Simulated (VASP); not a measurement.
Crystal: Bi.

```
Bi
1.0
    -1.98143    1.98143    1.98143
     1.98143   -1.98143    1.98143
     1.98143    1.98143   -1.98143
Bi
1
Direct
  0.00000 0.00000 0.00000
```

```yaml
Program: VASP 6.6.1
Task: relaxation of cell and atoms
Functional: PBEsol
Dispersion: D4
Potentials_or_basis: VASP PAW PBE potentials, release 64 (Bi_d)
Cutoff: 600 eV
k_mesh: 9 × 9 × 9
Occupations: fermi-dirac, width 0.05 eV
Spin: no spin polarisation
```

At the start: pressure -3.6 GPa; volume 31.12 Å³/atom.

**Question.** How do energy, volume and symmetry change on relaxing?

**Answer.** Over 21 steps the energy falls by 23.0 meV/atom and the volume is 29.18 Å³/atom (-6.2 %); space group Im-3m (No. 229, to 0.05 Å).

Step by step:
```tsv
step	energy change (eV)	largest force (eV/Å)	pressure (GPa)	volume (Å³)
1	0.0000	0.0000	-3.59	31.12
2	-0.0143	0.0000	2.60	28.08
3	-0.0230	0.0000	0.04	29.18
4	-0.0230	0.0000	0.04	29.22
5	-0.0168	0.0000	-1.94	30.16
6	-0.0229	0.0000	-0.11	29.25
7	-0.0229	0.0000	-0.16	29.25
8	-0.0229	0.0000	-0.16	29.25
9	-0.0229	0.0000	-0.13	29.25
10	-0.0229	0.0000	-0.14	29.24
11	-0.0229	0.0000	-0.14	29.24
12	-0.0229	0.0000	-0.15	29.24
13	-0.0229	0.0000	-0.17	29.24
14	-0.0229	0.0000	-0.13	29.24
15	-0.0230	0.0000	-0.13	29.23
16	-0.0230	0.0000	-0.12	29.22
17	-0.0230	0.0000	-0.11	29.19
18	-0.0230	0.0000	0.11	29.14
19	-0.0230	0.0000	0.12	29.16
20	-0.0230	0.0000	0.05	29.18
21	-0.0230	0.0000	0.00	29.18
```

Final structure:
```
CELL_PARAMETERS angstrom
-1.93950 1.93950 1.93950
1.93950 -1.93950 1.93950
1.93950 1.93950 -1.93950
ATOMIC_POSITIONS crystal
Bi 0.00000 0.00000 0.00000
```

Caveat: the PAW data sets were made with another functional, which shifts forces and pressure a little; pairwise dispersion overbinds metals, which lowers pressure and volume.
